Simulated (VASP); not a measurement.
# BaTe (Fm-3m) in VASP: vibrations by perturbation theory with PBE

Aim: the vibrations by perturbation theory of BaTe with PBE.

Everything below comes from runs of VASP 6.6.1. Logs are shortened: lines on timing, memory, paths and dates and some standing lists are left out, and cuts for length are marked.

## (1) The cell of the first run

The structure is cubic, space group Fm-3m (No. 225). The conventional cell has a = 7.065 Å, b = 7.065 Å, c = 7.065 Å, α = 90.00°, β = 90.00°, γ = 90.00°. Within 4.6 Å of Ba (site symmetry m-3m) lie 6 Te at 3.53 Å. Te (site symmetry m-3m) has 6 Ba at 3.53 Å within 4.6 Å.

## (2) Vibrations by perturbation theory, PBE

File INCAR:

```
  PREC = Accurate
  ENCUT = 520
  EDIFF = 1E-8
  ISMEAR = 0
  SIGMA = 0.01
  LREAL = F
  LASPH = T
  NELM = 80
  ALGO = Normal
  ISIF = 2
  LWAVE = F
  LCHARG = F
  GGA = PE
  NBANDS = 15
  IBRION = 8
  NSW = 1
  LEPSILON = T
```

File KPOINTS:

```
regular mesh
0
Gamma
  8 8 8
```

File POSCAR:

```
BaTe
1.0
    0.0000000000      3.5323200182      3.5323200182
    3.5323200182      0.0000000000      3.5323200182
    3.5323200182      3.5323200182      0.0000000000
Ba Te
1 1
Direct
    0.5000000000      0.5000000000      0.5000000000
    0.0000000000      0.0000000000      0.0000000000
```

Potentials or basis: VASP PAW PBE potentials, release 64 (Ba_sv, Te).

Launch:

```bash
cat potpaw_PBE.64/Ba_sv/POTCAR potpaw_PBE.64/Te/POTCAR > POTCAR
mpirun -np 1 vasp_std > vasp.out
```

OUTCAR:

```text
PREC = Accurate
   ENCUT = 520
   EDIFF = 1E-8
   ISMEAR = 0
   LREAL = F
   LASPH = T
   NELM = 80
   ISIF = 2
   GGA = PE
   IBRION = 8
   NSW = 1
   LEPSILON = T

 ion  position               nearest neighbor table
   1  0.500  0.500  0.500-   2 3.53   2 3.53   2 3.53   2 3.53   2 3.53   2 3.53
   2  0.000  0.000  0.000-   1 3.53   1 3.53   1 3.53   1 3.53   1 3.53   1 3.53

  LATTYP: Found a face centered cubic cell.
 ALAT       =     7.0646400364

  Lattice vectors:

 A1 = (   0.0000000000,   3.5323200182,   3.5323200182)
 A2 = (   3.5323200182,   0.0000000000,   3.5323200182)
 A3 = (   3.5323200182,   3.5323200182,   0.0000000000)

Analysis of symmetry for initial positions (statically):
=====================================================================
 Subroutine PRICEL returns:
 Original cell was already a primitive cell.

 Routine SETGRP: Setting up the symmetry group for a
 face centered cubic supercell.

 Subroutine GETGRP returns: Found 48 space group operations
 (whereof 48 operations were pure point group operations)
 out of a pool of 48 trial point group operations.

The static configuration has the point symmetry O_h .

Analysis of symmetry for dynamics (positions and initial velocities):
=====================================================================
 Subroutine PRICEL returns:
 Original cell was already a primitive cell.

 Routine SETGRP: Setting up the symmetry group for a
 face centered cubic supercell.

 Subroutine GETGRP returns: Found 48 space group operations
 (whereof 48 operations were pure point group operations)
 out of a pool of 48 trial point group operations.

The dynamic configuration has the point symmetry O_h .

 Subroutine INISYM returns: Found 48 space group operations
 (whereof 48 operations are pure point group operations),
 and found     1 'primitive' translations

----------------------------------------------------------------------------------------

[... 664 lines left out ...]

 MACROSCOPIC STATIC DIELECTRIC TENSOR (including local field effects in DFT)
 ------------------------------------------------------
           6.039707    -0.000000     0.000000
          -0.000000     6.039707     0.000000
           0.000000     0.000000     6.039707
 ------------------------------------------------------

 PIEZOELECTRIC TENSOR (including local field effects)  for field in x, y, z        (e  Angst)
          XX          YY          ZZ          XY          YZ          ZX
  --------------------------------------------------------------------------------
  x     0.00000     0.00000     0.00000     0.00000     0.00000     0.00000
  y     0.00000     0.00000     0.00000     0.00000     0.00000     0.00000
  z     0.00000     0.00000     0.00000     0.00000     0.00000     0.00000

 PIEZOELECTRIC TENSOR (including local field effects)  for field in x, y, z        (C/m^2)
          XX          YY          ZZ          XY          YZ          ZX
  --------------------------------------------------------------------------------
  x     0.00000     0.00000     0.00000     0.00000     0.00000     0.00000
  y     0.00000     0.00000     0.00000     0.00000     0.00000     0.00000
  z     0.00000     0.00000     0.00000     0.00000     0.00000     0.00000

 BORN EFFECTIVE CHARGES (including local field effects) (in |e|, cummulative output)
 ---------------------------------------------------------------------------------
 ion    1
    1     2.59667     0.00000     0.00000
    2     0.00000     2.59667     0.00000
    3     0.00000     0.00000     2.59667
 ion    2
    1    -2.59667     0.00000     0.00000
    2     0.00000    -2.59667     0.00000
    3     0.00000     0.00000    -2.59667

 INTERNAL STRAIN TENSOR FOR ION    2 for displacements in x,y,z  (eV/Angst):
          X           Y           Z          XY          YZ          ZX
  --------------------------------------------------------------------------------
  x     0.00000     0.00000     0.00000     0.00000     0.00000     0.00000
  y     0.00000     0.00000     0.00000     0.00000     0.00000     0.00000
  z     0.00000     0.00000     0.00000     0.00000     0.00000     0.00000

 SECOND DERIVATIVES (NOT SYMMETRIZED)
 ------------------------------------
               1X          1Y          1Z          2X          2Y          2Z
  1X    -2.001443    0.000000    0.000000    2.001443    0.000000    0.000000
  1Y     0.000000   -2.001443    0.000000    0.000000    2.001443    0.000000
  1Z     0.000000    0.000000   -2.001443    0.000000    0.000000    2.001443
  2X     1.994891    0.000000    0.000000   -1.994891    0.000000    0.000000
  2Y     0.000000    1.994891    0.000000    0.000000   -1.994891    0.000000
  2Z     0.000000    0.000000    1.994891    0.000000    0.000000   -1.994891

 Eigenvectors and eigenvalues of the dynamical matrix
 ----------------------------------------------------

   1 f  =    2.717149 THz    17.072353 2PiTHz   90.634347 cm-1    11.237222 meV
             X         Y         Z           dx          dy          dz
      3.532320  3.532320  3.532320     0.000000   -0.557994    0.413647
      0.000000  0.000000  0.000000     0.000000    0.577923   -0.428421
[... 21 lines left out ...]
   6 f/i=    0.002226 THz     0.013985 2PiTHz    0.074246 cm-1     0.009205 meV
             X         Y         Z           dx          dy          dz
      3.532320  3.532320  3.532320     0.703379    0.135986   -0.065608
      0.000000  0.000000  0.000000     0.679124    0.131297   -0.063345

--------------------------------------------------------------------------------------------------------

 MACROSCOPIC STATIC DIELECTRIC TENSOR IONIC CONTRIBUTION
 ------------------------------------------------------
           6.927178     0.000000     0.000000
           0.000000     6.927178    -0.000000
           0.000000    -0.000000     6.927178
 ------------------------------------------------------

 ELASTIC MODULI CONTR FROM IONIC RELAXATION (kBar)
 Direction    XX          YY          ZZ          XY          YZ          ZX
 --------------------------------------------------------------------------------
 XX           0.0000      0.0000      0.0000      0.0000      0.0000      0.0000
 YY           0.0000      0.0000      0.0000      0.0000      0.0000      0.0000
 ZZ           0.0000      0.0000      0.0000      0.0000      0.0000      0.0000
 XY           0.0000      0.0000      0.0000      0.0000      0.0000      0.0000
 YZ           0.0000      0.0000      0.0000      0.0000      0.0000      0.0000
 ZX           0.0000      0.0000      0.0000      0.0000      0.0000      0.0000
 --------------------------------------------------------------------------------

 PIEZOELECTRIC TENSOR IONIC CONTR  for field in x, y, z        (C/m^2)
          XX          YY          ZZ          XY          YZ          ZX
  --------------------------------------------------------------------------------
  x     0.00000     0.00000     0.00000     0.00000     0.00000     0.00000
  y     0.00000     0.00000     0.00000     0.00000     0.00000     0.00000
  z     0.00000     0.00000     0.00000     0.00000     0.00000     0.00000
```

Run time: 7.9 min. Hardware: 1 thread of Intel Xeon 6975P-C (Granite Rapids), shared host; peak memory 0.43 GiB.

What came out:

* Electronic dielectric tensor (diagonal): 6.04
* Born charges (mean of the diagonal): Ba +2.60; Te -2.60 e
* Highest phonon frequency at Γ, LO-TO splitting left out: 91 cm⁻¹

Phonon frequencies in cm⁻¹ (negative: imaginary):
| q point | frequencies |
| --- | --- |
| (0.000, 0.000, 0.000) | 0 0 0 91 91 91 |

Electronic dielectric tensor:
```
6.04 0.00 0.00
0.00 6.04 0.00
0.00 0.00 6.04
```

Born effective charge tensors (e):
atom 1, Ba
```
2.60 0.00 0.00
0.00 2.60 0.00
0.00 0.00 2.60
```
atom 2, Te
```
-2.60  0.00  0.00
 0.00 -2.60  0.00
 0.00  0.00 -2.60
```

Caveat: spin-orbit coupling is left out, which moves the levels of the heavy elements.
